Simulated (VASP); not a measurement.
The system is K3YF6.

```
K Y F
1.0
     0.00000    4.71811    4.71811
     4.71811    0.00000    4.71811
     4.71811    4.71811    0.00000
K Y F
3 1 6
Cartesian
  7.0772 7.0772 7.0772
  2.3591 2.3591 2.3591
  4.7181 4.7181 4.7181
  0.0000 0.0000 0.0000
  2.1813 4.7181 4.7181
  4.7181 4.7181 2.1813
  7.2549 4.7181 4.7181
  4.7181 2.1813 4.7181
  4.7181 7.2549 4.7181
  4.7181 4.7181 7.2549
```

| Item | Value |
| --- | --- |
| Program | VASP 6.6.1 |
| Task | relaxation of cell and atoms |
| Functional | LDA |
| Potentials or basis | VASP PAW LDA potentials, release 64 (K_sv, Y_sv, F) |
| Cutoff | 600 eV |
| k mesh | 2 × 2 × 2 |
| Occupations | gaussian, width 0.01 eV |
| Spin | no spin polarisation |

At the start: pressure -4.6 GPa; volume 21.01 Å³/atom.

Task: Where does the relaxation end?

Result: Over 17 steps the energy falls by 36.8 meV/atom and the volume is 18.51 Å³/atom (-11.9 %); space group Fm-3m (No. 225, to 0.1 Å) before and after.

Step by step:
```
step  energy change (eV)  largest force (eV/Å)  pressure (GPa)  volume (Å³)
   1              0.0000                0.3759           -4.56       210.05
   2             -0.2748                0.6211           -0.19       192.40
   3             -0.2763                0.5421           -0.56       193.55
   4             -0.3454                0.2881           -0.28       188.98
   5             -0.3675                0.0186            0.21       184.03
   6             -0.3681                0.0288            0.13       184.76
   7             -0.3681                0.0177            0.15       184.59
   8             -0.3683                0.0223           -0.06       185.16
   9             -0.3683                0.0094            0.00       184.97
  10             -0.3683                0.0070            0.02       184.94
  11             -0.3683                0.0081            0.02       184.95
  12             -0.3683                0.0087            0.02       184.96
  13             -0.3683                0.0038            0.01       185.04
  14             -0.3683                0.0013            0.00       185.12
  15             -0.3684                0.0015           -0.01       185.11
  16             -0.3684                0.0011            0.00       185.07
  17             -0.3684                0.0009            0.00       185.08
```

Final structure:
```
K Y F
1.0
     0.00000    4.52316    4.52316
     4.52316    0.00000    4.52316
     4.52316    4.52316    0.00000
K Y F
3 1 6
Direct
  0.75000 0.75000 0.75000
  0.25000 0.25000 0.25000
  0.50000 0.50000 0.50000
  0.00000 0.00000 0.00000
  0.76569 0.23431 0.23431
  0.23431 0.23431 0.76569
  0.23431 0.76569 0.76569
  0.23431 0.76569 0.23431
  0.76569 0.23431 0.76569
  0.76569 0.76569 0.23431
```

Caveat: the k points lie up to 0.60 Å⁻¹ apart in the final cell.
